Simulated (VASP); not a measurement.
Set up this calculation in VASP 6.6.1, as the native input.

```yaml
Task: single point
Functional: PBE
Potentials_or_basis: VASP PAW PBE potentials, release 64 (K_sv, F)
Cutoff: 520 eV
k_mesh: 1 × 1 × 1, shifted
Occupations: gaussian, width 0.1 eV
Spin: no spin polarisation
Dipole_correction: no
Further_INCAR_settings: ALGO = Normal; EDIFF = 1e-07; NBANDS = 15
```

The structure of KF lies in POSCAR:

```
KF
1.0
    0.0000000000      2.6544134050      2.6544134050
    2.6544134050      0.0000000000      2.6544134050
    2.6544134050      2.6544134050      0.0000000000
K F
1 1
Direct
    0.0000000000      0.0000000000      0.0000000000
    0.5000000000      0.5000000000      0.5000000000
```

One way to write it, as run:

INCAR

```
SYSTEM = KF
ALGO     = Normal         ! electronic algorithm
EDIFF    = 1E-7           ! SCF threshold, eV
ENCUT    = 520            ! plane-wave cutoff, eV
GGA      = PE             ! functional
ISIF     = 2              ! what is computed and relaxed
ISMEAR   = 0              ! smearing method
LASPH    = .True.         ! aspherical terms in the spheres
LCHARG   = .False.        ! write CHGCAR
LREAL    = .False.        ! projectors in reciprocal space
LWAVE    = .False.        ! write WAVECAR
NBANDS   = 15             ! bands
NELM     = 60             ! most SCF steps
PREC     = Accurate       ! precision mode
SIGMA    = 0.1            ! smearing width, eV
```

KPOINTS

```
Automatic mesh
0
Gamma
  1 1 1
  0.42 0.87 0.18
```

Potentials or basis: VASP PAW PBE potentials, release 64 (K_sv, F).

Command:

```sh
$ cat potpaw_PBE.64/K_sv/POTCAR potpaw_PBE.64/F/POTCAR > POTCAR
$ mpirun -np 1 vasp_std > vasp.out
```

Results of the run:

```yaml
Pressure: 0.0 GPa
Band_gap_on_the_k_mesh: 9.56 eV
```

Caveat: the k points lie up to 2.05 Å⁻¹ apart.

It took 3 s on 1 thread of Intel(R) Xeon(R) 6975P-C (Granite Rapids), with other jobs on the host, peak memory 0.14 GiB.
